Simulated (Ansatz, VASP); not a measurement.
**CoO in VASP and in Ansatz**

```xyz
2
Lattice="-1.5080 1.5080 2.1072 1.5080 -1.5080 2.1072 1.5080 1.5080 -2.1072" Properties=species:S:1:pos:R:3 pbc="T T T"
Co    0.0000    0.0000    0.0000
O     0.0000    0.0000    2.1072
```

Alike in both runs: task electric field gradients; functional PBE; k mesh 15 × 15 × 15; occupations fermi-dirac, width 0.05 eV; collinear spin; Hubbard terms Co d U = 3.4 eV.

|  | VASP | Ansatz |
| --- | --- | --- |
| version | VASP 6.6.1 | Ansatz 0.2.0 |
| potentials or method | VASP PAW PBE potentials, release 64 (Co, O) | plane-wave PAW, scalar-relativistic |
| plane-wave cutoff (eV) | 520 | 420 |
| valence electrons in the cell | 15 | 23 |

```tsv
	VASP	Ansatz	Ansatz less VASP
pressure (GPa)	0.5	10.5	+10.04
traceless stress, the component that is largest in VASP (GPa)	-5.27	1.53	+6.807
net moment per atom (μB)	1.50	1.50	0.000
size of the moment on the site where the two differ most (μB)	2.75	2.59	-0.155
size of Vzz on the site where it differs most (V/Å²)	131.9	112.3	-19.59
```

Site moments also hang on the region over which each program counts them. The programs project onto different local orbitals, so the same U acts differently, and such runs can settle in different states. VASP's potentials hold 15 valence electrons a cell and Ansatz's 23, so a difference there can come from the potentials and not from the codes. Ansatz's warnings: look outside group, minimisation memory short, reached outside group, stability check not made.
